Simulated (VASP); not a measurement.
## Au: single point with PBE+D3(BJ)

Crystal: Au.

```
Au
1.0
     0.00000    2.04988    2.04988
     2.04988    0.00000    2.04988
     2.04988    2.04988    0.00000
Au
1
Cartesian
  0.0000 0.0000 0.0000
```

```json
{
 "Program": "VASP 6.6.1",
 "Task": "single point",
 "Functional": "PBE",
 "Dispersion": "D3(BJ)",
 "Potentials or basis": "VASP PAW PBE potentials, release 64 (Au)",
 "Cutoff": "500 eV",
 "k mesh": "13 × 13 × 13",
 "Occupations": "methfessel-paxton, width 0.15 eV",
 "Spin": "no spin polarisation",
 "Dipole correction": "no",
 "Further INCAR settings": "ALGO = Normal; EDIFF = 1e-06; NBANDS = 12"
}
```

The pressure is -0.3 GPa and the band gap on the k mesh is zero (an odd number of electrons rules out a gap without spin polarisation). The dispersion energy per atom is -0.658 eV.

Levels at points of the mesh, in eV from the Fermi level:
```csv
k point,band 4,band 5,band 6,band 7,band 8,band 9
"(0.00, 0.00, 0.00)",-4.73,-3.24,-3.24,14.45,18.39,18.39
```

It took 15 s on 1 thread of AMD EPYC 7R13 Processor (Zen 3), with other jobs on the host, peak memory 0.13 GiB.

Caveat: spin-orbit coupling is left out, which moves the levels of the heavy elements.
